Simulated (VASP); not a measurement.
# NaF (Fm-3m) in VASP: further runs

The runs below take NaF through single point, relaxation of cell and atoms, with PBE.

Program: VASP 6.6.1. These are calculated values, not measurements. Logs are shortened: lines on timing, memory, paths and dates and some standing lists are left out, and cuts for length are marked.

### 1 The cell of the first run

Symmetry: Fm-3m, No. 225, cubic system. The conventional cell has a = 4.700 Å, b = 4.700 Å, c = 4.700 Å, α = 90.00°, β = 90.00°, γ = 90.00°. Na (site symmetry m-3m) has 6 F at 2.35 Å within 3.1 Å. F (site symmetry m-3m) has 6 Na at 2.35 Å within 3.1 Å.

### 2 Single point, PBE

The input, INCAR:

```
ALGO = Normal
EDIFF = 1E-6
ENCUT = 600
GGA = PE
GGA_COMPAT = F
ISIF = 2
ISMEAR = 0
LASPH = T
LCHARG = F
LREAL = F
LWAVE = F
NBANDS = 14
NELM = 120
PREC = Accurate
SIGMA = 0.02
```

The input, KPOINTS:

```
k-points
0
Gamma
  8 8 8
```

The input, POSCAR:

```
NaF
1.0
    0.0000000000      2.3498794085      2.3498794085
    2.3498794085      0.0000000000      2.3498794085
    2.3498794085      2.3498794085      0.0000000000
Na F
1 1
Direct
    0.0000000000      0.0000000000      0.0000000000
    0.5000000000      0.5000000000      0.5000000000
```

Potentials or basis: VASP PAW PBE potentials, release 64 (Na_pv, F).

On the command line:

```
$ cat potpaw_PBE.64/Na_pv/POTCAR potpaw_PBE.64/F/POTCAR > POTCAR
$ mpirun -np 1 vasp_std > vasp.out
```

OUTCAR:

```text
EDIFF = 1E-6
   ENCUT = 600
   GGA = PE
   ISIF = 2
   ISMEAR = 0
   LASPH = T
   LREAL = F
   NELM = 120
   PREC = Accurate

 ion  position               nearest neighbor table
   1  0.000  0.000  0.000-
   2  0.500  0.500  0.500-

  LATTYP: Found a face centered cubic cell.
 ALAT       =     4.6997588170

  Lattice vectors:

 A1 = (   0.0000000000,   2.3498794085,   2.3498794085)
 A2 = (   2.3498794085,   0.0000000000,   2.3498794085)
 A3 = (   2.3498794085,   2.3498794085,   0.0000000000)

Analysis of symmetry for initial positions (statically):
=====================================================================
 Subroutine PRICEL returns:
 Original cell was already a primitive cell.

 Routine SETGRP: Setting up the symmetry group for a
 face centered cubic supercell.

 Subroutine GETGRP returns: Found 48 space group operations
 (whereof 48 operations were pure point group operations)
 out of a pool of 48 trial point group operations.

The static configuration has the point symmetry O_h .

Analysis of symmetry for dynamics (positions and initial velocities):
=====================================================================
 Subroutine PRICEL returns:
 Original cell was already a primitive cell.

 Routine SETGRP: Setting up the symmetry group for a
 face centered cubic supercell.

 Subroutine GETGRP returns: Found 48 space group operations
 (whereof 48 operations were pure point group operations)
 out of a pool of 48 trial point group operations.

The dynamic configuration has the point symmetry O_h .

 Subroutine INISYM returns: Found 48 space group operations
 (whereof 48 operations are pure point group operations),
 and found     1 'primitive' translations

----------------------------------------------------------------------------------------

                                     Primitive cell

  volume of cell :      25.9518

  direct lattice vectors                    reciprocal lattice vectors
     0.000000000  2.349879409  2.349879409    -0.212776876  0.212776876  0.212776876
     2.349879409  0.000000000  2.349879409     0.212776876 -0.212776876  0.212776876
     2.349879409  2.349879409  0.000000000     0.212776876  0.212776876 -0.212776876

  length of vectors
     3.323231329  3.323231329  3.323231329     0.368540360  0.368540360  0.368540360

[... 82 lines left out ...]
   EDIFFG = 0.1E-04   stopping-criterion for IOM
   NSW    =      0    number of steps for IOM
   IBRION =     -1    ionic relax: 0-MD 1-quasi-New 2-CG
   NFREE  =      0    steps in history (QN), initial steepest desc. (CG)
   ISIF   =      2    stress and relaxation
   ISYM   =      2    0-nonsym 1-usesym 2-fastsym
   POTIM  = 0.5000    time-step for ionic-motion
   TEBEG  =    0.0;   TEEND  =   0.0 temperature during run
   PSTRESS=    0.0 pullay stress
   NELECT =      14.0000    total number of electrons
   NUPDOWN=      -1.0000    fix difference up-down
   EMIN   =  10.00;   EMAX   =-10.00  energy-range for DOS
   EFERMI =   0.00;   METHOD = LEGACY
   ISMEAR =     0;   SIGMA  =   0.02  broadening in eV -4-tet -1-fermi 0-gaus
   EFERMI_NEDOS =   21; number of points for ismear=-14 and -15
   IALGO  =     38    algorithm
   IMIX   =      4    mixing-type and parameters
     AMIX     =   0.40;   BMIX     =  1.00
     AMIX_MAG =   1.60;   BMIX_MAG =  1.00
  volume/ion in A,a.u.               =      12.98        87.57
  Fermi-wavevector in a.u.,A,eV,Ry     =   1.332688  2.518416 24.164739  1.776058
  Thomas-Fermi vector in A             =   2.461604
   LORBIT       =      0    0 simple, 1 ext, 2 COOP (PROOUT), +10 PAW based schemes
   GGA     = PE    functional components
   LHFCALC =     F    Hartree Fock is set to
   AEXX    =    0.0000 exact exchange contribution
   IVDW    =     0    specifies the selected vdW correction
   LEPSILON=     F    determine dielectric tensor
   LRPA    =     F    only Hartree local field effects (RPA)
 non-spin polarized calculation
 Gauss-broadening in eV      SIGMA  =   0.02
  energy-cutoff  :      600.00
  volume of cell :       25.95
 maximum number of plane-waves:       893
   NGX = 13   NGY = 13   NGZ = 13

 number of electron      14.0000002 magnetization

 Free energy of the ion-electron system (eV)
  ---------------------------------------------------
  ext. energy  EPLUGINS =         0.00000000
  ---------------------------------------------------
  free energy    TOTEN  =        -8.57120484 eV

  energy without entropy =       -8.57120484  energy(sigma->0) =       -8.57120484

 E-fermi :  -2.0868     XC(G=0):  -8.9550

 val. band max:       -2.2647508010   @ k =   0.0000   0.0000   0.0000
 cond. band min:       3.8140951345   @ k =   0.0000   0.0000   0.0000
 fundamental gap:      6.0788459355
 Fermi energy:        -2.0867552390

 k-point     1 :       0.0000    0.0000    0.0000
  band No.  band energies     occupation
      1     -21.3699      2.00000
      2     -21.3380      2.00000
      3     -21.3380      2.00000
      4     -21.3380      2.00000
      5      -2.2648      2.00000
      6      -2.2648      2.00000
      7      -2.2648      2.00000
      8       3.8141      0.00000
      9      16.4106      0.00000
     10      16.4106      0.00000
     11      16.4106      0.00000
     12      19.1906      0.00000
     13      21.3174      0.00000
     14      21.3174      0.00000
[... 377 lines left out ...]
      1     -21.8960      2.00000
      2     -21.3850      2.00000
      3     -21.3648      2.00000
      4     -20.6650      2.00000
      5      -3.4994      2.00000
      6      -2.8071      2.00000
      7      -2.5781      2.00000
      8       9.2468      0.00000
      9      10.1144      0.00000
     10      14.4177      0.00000
     11      16.2203      0.00000
     12      19.4205      0.00000
     13      20.4436      0.00000
     14      25.0596      0.00000

 [... further k-points ...]
[... 5 lines left out ...]
  --------------------------------------------------------------------------------------
  -------------------------------------------------------------------------------------
  Total       -0.0345848     -0.0345848     -0.0345848      0.0000000      0.0000000     -0.0000000
  in kB       -2.1351543     -2.1351543     -2.1351543      0.0000000      0.0000000     -0.0000000
  external PRESSURE =      -2.1351543 kB  Pullay stress =       0.0000000 kB

 VOLUME and BASIS-vectors are now :
 -----------------------------------------------------------------------------
  energy-cutoff  :      600.00
  volume of cell :       25.95
      direct lattice vectors                 reciprocal lattice vectors
     0.000000000  2.349879409  2.349879409    -0.212776876  0.212776876  0.212776876
     2.349879409  0.000000000  2.349879409     0.212776876 -0.212776876  0.212776876
     2.349879409  2.349879409  0.000000000     0.212776876  0.212776876 -0.212776876

 POSITION                                       TOTAL-FORCE (eV/Angst)
 -----------------------------------------------------------------------------------
      0.00000      0.00000      0.00000        -0.000000      0.000000      0.000000
      2.34988      2.34988      2.34988         0.000000     -0.000000     -0.000000
 -----------------------------------------------------------------------------------
    total drift:                                0.000000      0.000000      0.000000

  FREE ENERGIE OF THE ION-ELECTRON SYSTEM (eV)
  ---------------------------------------------------
  free  energy   TOTEN  =        -8.5712048379 eV

  energy  without entropy=       -8.5712048379  energy(sigma->0) =       -8.57120484
```

It took 24 s on 1 thread of AMD EPYC 7R13, shared host; peak memory 0.12 GiB.

Results:

- Free energy: -8.5712 eV
- Pressure: -0.2 GPa
- Band gap on the k mesh: 6.08 eV

Expect the measured gap to be larger: semilocal functionals such as PBE lack the derivative discontinuity.

### 3 Relaxation of cell and atoms, PBE

This run uses another cell than the first one, of 12.54 Å³/atom.

The input, INCAR:

```
SYSTEM = NaF
ALGO     = Normal         ! electronic algorithm
EDIFF    = 1E-7           ! SCF threshold, eV
EDIFFG   = -0.001         ! ionic threshold
ENCUT    = 600            ! plane-wave cutoff, eV
GGA      = PE             ! functional
GGA_COMPAT= .FALSE.      
IBRION   = 2              ! ionic algorithm
ISIF     = 3              ! what is computed and relaxed
ISMEAR   = 0              ! smearing method
LASPH    = .TRUE.         ! aspherical terms in the spheres
LCHARG   = .FALSE.        ! write CHGCAR
LREAL    = .FALSE.        ! projectors in reciprocal space
LWAVE    = .FALSE.        ! write WAVECAR
NELM     = 120            ! most SCF steps
NELMIN   = 4            
NSW      = 100            ! ionic steps
PREC     = Accurate       ! precision mode
SIGMA    = 0.02           ! smearing width, eV
```

The input, KPOINTS:

```
k-points
0
G
  8 8 8
  0 0 0
```

The input, POSCAR:

```
NaF
1.0
    0.0000000000      2.3233000000      2.3233000000
    2.3233000000      0.0000000000      2.3233000000
    2.3233000000      2.3233000000      0.0000000000
Na F
1 1
Direct
    0.0000000000      0.0000000000      0.0000000000
    0.5000000000      0.5000000000      0.5000000000
```

Potentials or basis: VASP PAW PBE potentials, release 64 (Na_pv, F).

On the command line:

```
$ cat potpaw_PBE.64/Na_pv/POTCAR potpaw_PBE.64/F/POTCAR > POTCAR
$ mpirun -np 1 vasp_std > vasp.out
```

OUTCAR:

```text
SYSTEM = NaF
   EDIFF = 1E-7
   EDIFFG = -0.001
   ENCUT = 600
   GGA = PE
   IBRION = 2
   ISIF = 3
   ISMEAR = 0
   LASPH = .TRUE.
   LREAL = .FALSE.
   NELM = 120
   NELMIN = 4
   NSW = 100
   PREC = Accurate

 ion  position               nearest neighbor table
   1  0.000  0.000  0.000-   2 2.32   2 2.32   2 2.32   2 2.32   2 2.32   2 2.32
   2  0.500  0.500  0.500-   1 2.32   1 2.32   1 2.32   1 2.32   1 2.32   1 2.32

  LATTYP: Found a face centered cubic cell.
 ALAT       =     4.6466000000

  Lattice vectors:

 A1 = (   0.0000000000,   2.3233000000,   2.3233000000)
 A2 = (   2.3233000000,   0.0000000000,   2.3233000000)
 A3 = (   2.3233000000,   2.3233000000,   0.0000000000)

Analysis of symmetry for initial positions (statically):
=====================================================================
 Subroutine PRICEL returns:
 Original cell was already a primitive cell.

 Routine SETGRP: Setting up the symmetry group for a
 face centered cubic supercell.

 Subroutine GETGRP returns: Found 48 space group operations
 (whereof 48 operations were pure point group operations)
 out of a pool of 48 trial point group operations.

The static configuration has the point symmetry O_h .

Analysis of symmetry for dynamics (positions and initial velocities):
=====================================================================
 Subroutine PRICEL returns:
 Original cell was already a primitive cell.

 Routine SETGRP: Setting up the symmetry group for a
 face centered cubic supercell.

 Subroutine GETGRP returns: Found 48 space group operations
 (whereof 48 operations were pure point group operations)
 out of a pool of 48 trial point group operations.

The dynamic configuration has the point symmetry O_h .

 Subroutine INISYM returns: Found 48 space group operations
 (whereof 48 operations are pure point group operations),
 and found     1 'primitive' translations

----------------------------------------------------------------------------------------

                                     Primitive cell

  volume of cell :      25.0811

  direct lattice vectors                    reciprocal lattice vectors
     0.000000000  2.323300000  2.323300000    -0.215211122  0.215211122  0.215211122
     2.323300000  0.000000000  2.323300000     0.215211122 -0.215211122  0.215211122
     2.323300000  2.323300000  0.000000000     0.215211122  0.215211122 -0.215211122

  length of vectors
     3.285642369  3.285642369  3.285642369     0.372756598  0.372756598  0.372756598

  position of ions in fractional coordinates (direct lattice)
     0.000000000  0.000000000  0.000000000
     0.500000000  0.500000000  0.500000000

  ion indices of the primitive-cell ions
   primitive index   ion index
                 1           1
                 2           2

----------------------------------------------------------------------------------------

 KPOINTS: k-points

Automatic generation of k-mesh.
 Grid dimensions read from file:
 generate k-points for:    8    8    8

 Generating k-lattice:
[... 45 lines left out ...]
   number of dos      NEDOS =    301   number of ions     NIONS =      2
   total plane-waves  NPLWV =  21952
   dimension x,y,z NGX =    28 NGY =   28 NGZ =   28
   dimension x,y,z NGXF=    56 NGYF=   56 NGZF=   56
   ions per type =               1   1
   NGX,Y,Z   is equivalent  to a cutoff of  14.17, 14.17, 14.17 a.u.
   NGXF,Y,Z  is equivalent  to a cutoff of  28.33, 28.33, 28.33 a.u.
 SYSTEM =  NaF
   PREC   = accura    normal or accurate (medium, high low for compatibility)
   ISTART =      0    job   : 0-new  1-cont  2-samecut
   ICHARG =      2    charge: 1-file 2-atom 10-const
   ISPIN  =      1    spin polarized calculation?
   LNONCOLLINEAR =      F non collinear calculations
   LSORBIT =      F    spin-orbit coupling
   LASPH  =      T    aspherical Exc in radial PAW
   ENCUT  =  600.0 eV  44.10 Ry    6.64 a.u.   6.56  6.56  6.56*2*pi/ulx,y,z
   NELM   =    120;   NELMIN=  4; NELMDL= -5     # of ELM steps
   EDIFF  = 0.1E-06   stopping-criterion for ELM
   LREAL  =      F    real-space projection
   EDIFFG = -.1E-02   stopping-criterion for IOM
   NSW    =    100    number of steps for IOM
   IBRION =      2    ionic relax: 0-MD 1-quasi-New 2-CG
   NFREE  =      1    steps in history (QN), initial steepest desc. (CG)
   ISIF   =      3    stress and relaxation
   ISYM   =      2    0-nonsym 1-usesym 2-fastsym
   POTIM  = 0.5000    time-step for ionic-motion
   TEBEG  =    0.0;   TEEND  =   0.0 temperature during run
   PSTRESS=    0.0 pullay stress
   NELECT =      14.0000    total number of electrons
   NUPDOWN=      -1.0000    fix difference up-down
   EMIN   =  10.00;   EMAX   =-10.00  energy-range for DOS
   EFERMI =   0.00;   METHOD = LEGACY
   ISMEAR =     0;   SIGMA  =   0.02  broadening in eV -4-tet -1-fermi 0-gaus
   EFERMI_NEDOS =   21; number of points for ismear=-14 and -15
   IALGO  =     38    algorithm
   IMIX   =      4    mixing-type and parameters
     AMIX     =   0.40;   BMIX     =  1.00
     AMIX_MAG =   1.60;   BMIX_MAG =  1.00
  volume/ion in A,a.u.               =      12.54        84.63
  Fermi-wavevector in a.u.,A,eV,Ry     =   1.347935  2.547227 24.720809  1.816928
  Thomas-Fermi vector in A             =   2.475645
   LORBIT       =      0    0 simple, 1 ext, 2 COOP (PROOUT), +10 PAW based schemes
   GGA     = PE    functional components
   LHFCALC =     F    Hartree Fock is set to
   AEXX    =    0.0000 exact exchange contribution
   IVDW    =     0    specifies the selected vdW correction
   LEPSILON=     F    determine dielectric tensor
   LRPA    =     F    only Hartree local field effects (RPA)
 conjugate gradient relaxation of ions
 non-spin polarized calculation
 Gauss-broadening in eV      SIGMA  =   0.02
  energy-cutoff  :      600.00
  volume of cell :       25.08
 maximum number of plane-waves:       869
 NGX is ok and might be reduce to    28
   NGX = 13   NGY = 13   NGZ = 13

--------------------------------------- Ionic step        1  -------------------------------------------

 number of electron      14.0000006 magnetization

 Free energy of the ion-electron system (eV)
  ---------------------------------------------------
  ext. energy  EPLUGINS =         0.00000000
  ---------------------------------------------------
  free energy    TOTEN  =        -8.56601438 eV

  energy without entropy =       -8.56601438  energy(sigma->0) =       -8.56601438

------------------------ aborting loop because EDIFF is reached ----------------------------------------

  FORCE on cell =-STRESS in cart. coord.  units (eV):
  Direction    XX          YY          ZZ          XY          YZ          ZX
  --------------------------------------------------------------------------------------
  -------------------------------------------------------------------------------------
  Total        0.2316889      0.2316889      0.2316889      0.0000000      0.0000000     -0.0000000
  in kB       14.8002784     14.8002784     14.8002784      0.0000000      0.0000000     -0.0000000
  external PRESSURE =      14.8002784 kB  Pullay stress =       0.0000000 kB
[... 131 lines left out ...]
--------------------------------------- Ionic step        5  -------------------------------------------

 number of electron      14.0000003 magnetization

 Free energy of the ion-electron system (eV)
  ---------------------------------------------------
  ext. energy  EPLUGINS =         0.00000000
  ---------------------------------------------------
  free energy    TOTEN  =        -8.56952494 eV

  energy without entropy =       -8.56952494  energy(sigma->0) =       -8.56952494

 E-fermi :  -2.1354     XC(G=0):  -8.9709

 val. band max:       -2.2499912074   @ k =   0.0000   0.0000   0.0000
 cond. band min:       3.8465980880   @ k =   0.0000   0.0000   0.0000
 fundamental gap:      6.0965892954
 Fermi energy:        -2.1353750468

 k-point     1 :       0.0000    0.0000    0.0000
  band No.  band energies     occupation
      1     -21.3608      2.00000
      2     -21.3128      2.00000
      3     -21.3128      2.00000
      4     -21.3128      2.00000
      5      -2.2500      2.00000
      6      -2.2500      2.00000
      7      -2.2500      2.00000
      8       3.8466      0.00000
      9      16.4499      0.00000
     10      16.4499      0.00000
     11      16.4499      0.00000
[... 309 lines left out ...]
 k-point    24 :      -0.3750    0.2500    0.1250
  band No.  band energies     occupation
      1     -21.8815      2.00000
      2     -21.3604      2.00000
      3     -21.3399      2.00000
      4     -20.6438      2.00000
      5      -3.4904      2.00000
      6      -2.7950      2.00000
      7      -2.5650      2.00000
      8       9.2841      0.00000
      9      10.1568      0.00000
     10      14.4679      0.00000
     11      16.2744      0.00000

 [... further k-points ...]
[... 5 lines left out ...]
  --------------------------------------------------------------------------------------
  -------------------------------------------------------------------------------------
  Total       -0.0003584     -0.0003584     -0.0003584      0.0000000      0.0000000     -0.0000000
  in kB       -0.0222030     -0.0222030     -0.0222030      0.0000000      0.0000000     -0.0000000
  external PRESSURE =      -0.0222030 kB  Pullay stress =       0.0000000 kB
[... 17 lines left out ...]
  FREE ENERGIE OF THE ION-ELECTRON SYSTEM (eV)
  ---------------------------------------------------
  free  energy   TOTEN  =        -8.5695249427 eV

  energy  without entropy=       -8.5695249427  energy(sigma->0) =       -8.56952494

 reached required accuracy - stopping structural energy minimisation
```

It took 66 s on 1 thread of AMD EPYC 7R13, shared host; peak memory 0.12 GiB.

Results:

- Free energy: -8.5695 eV
- Relaxed volume: 12.93 Å³/atom
- Relaxed cell: a = 3.319 Å, b = 3.319 Å, c = 3.319 Å, α = 60.00°, β = 60.00°, γ = 60.00°
- Space group after relaxing (to 0.1 Å): Fm-3m (No. 225)
- Energy gained by relaxing: 1.8 meV/atom
- Ionic steps: 5
- Pressure after relaxing: 0.0 GPa
- Band gap on the k mesh: 6.10 eV

The path:
| step | energy change (eV) | largest force (eV/Å) | pressure (GPa) | volume (Å³) |
| --- | --- | --- | --- | --- |
| 1 | 0.0000 | 0.0000 | 1.48 | 25.08 |
| 2 | -0.0028 | 0.0000 | 0.65 | 25.50 |
| 3 | -0.0035 | 0.0000 | -0.10 | 25.90 |
| 4 | -0.0035 | 0.0000 | 0.05 | 25.84 |
| 5 | -0.0035 | 0.0000 | 0.00 | 25.86 |

Final structure:
```cif
data_structure
_symmetry_space_group_name_H-M 'P 1'
_symmetry_Int_Tables_number 1
_cell_length_a 3.3194
_cell_length_b 3.3194
_cell_length_c 3.3194
_cell_angle_alpha 60.000
_cell_angle_beta 60.000
_cell_angle_gamma 60.000
_cell_volume 25.86
loop_
_atom_site_label
_atom_site_type_symbol
_atom_site_fract_x
_atom_site_fract_y
_atom_site_fract_z
_atom_site_occupancy
Na1 Na 0.00000 0.00000 0.00000 1
F1 F 0.50000 0.50000 0.50000 1
```

Levels at points of the mesh, in eV from the valence-band top:
| k point | band 3 | band 4 | band 5 | band 6 | band 7 | band 8 | band 9 | band 10 | band 11 |
| --- | --- | --- | --- | --- | --- | --- | --- | --- | --- |
| (0.00, 0.00, 0.00) | -19.06 | -19.06 | 0.00 | 0.00 | 0.00 | 6.10 | 18.70 | 18.70 | 18.70 |
| (0.50, 0.00, 0.00) | -19.07 | -18.27 | -1.51 | -0.23 | -0.23 | 10.55 | 12.14 | 19.69 | 19.69 |
| (0.50, 0.50, 0.00) | -19.11 | -18.88 | -1.21 | -0.39 | -0.39 | 12.84 | 13.17 | 13.23 | 19.27 |

PBE usually gives volumes a little too large and moduli too small. Zero-point motion and thermal expansion aren't in these numbers.
